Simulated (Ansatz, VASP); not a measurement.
**SnS2: VASP beside Ansatz**

```xyz
21
Lattice="6.3243 0.0000 0.0000 -3.1621 6.3280 0.0000 0.0000 0.0000 26.3386" Properties=species:S:1:pos:R:3 pbc="T T T"
S    -1.9229    4.7412    7.3288
S     5.0923    0.7374    8.0608
S     1.1265    3.7704    9.2884
S     2.0455    0.4083   10.2137
S     4.2320    3.3830   10.9582
S     2.0894    6.1361   11.7958
S     1.0623    2.7865   12.7373
S    -1.0624    5.6558   13.6012
S     4.2349    2.3062   14.5427
S     2.0922    5.0594   15.3804
S     1.1167    1.7060   16.1248
S    -1.1265    4.6719   17.0502
S     4.3941    1.3769   18.2777
S     1.9229    3.7011   19.0097
Sn    0.0065    5.7206    8.2559
Sn    3.1658    5.3306    9.5146
Sn   -0.0001    4.7254   11.4756
Sn    3.1621    4.2211   13.1693
Sn    0.0001    3.7169   14.8630
Sn    3.1584    3.1117   16.8240
Sn   -0.0065    2.7217   18.0827
```

Alike in both runs: functional PBEsol; k mesh 5 × 4 × 1; occupations gaussian, width 0.05 eV; no spin polarisation.

Ansatz relaxed the structure, and its values are those at the end. VASP's run is a single point on that final structure, the one shown.

|  | VASP | Ansatz |
| --- | --- | --- |
| version | VASP 6.6.1 | Ansatz 0.2.0 |
| potentials or method | VASP PAW PBE potentials, release 64 (S, Sn_d), cutoff 400 eV | scalar-relativistic, plane waves, PAW |
| valence electrons in the cell | 182 | 182 |

|  | VASP | Ansatz | Ansatz less VASP |
| --- | --- | --- | --- |
| gap on the k mesh at the Fermi level (eV) | 1.34 | 1.33 | -0.011 |
| least direct gap on the mesh (eV) | 1.43 | 1.42 | -0.012 |
| rms of the force components (eV/Å) | 0.007 | 0.003 | -0.0046 |

VASP's potentials were made for PBE, not for PBEsol. Ansatz's warnings: xc potential rough in thin density.
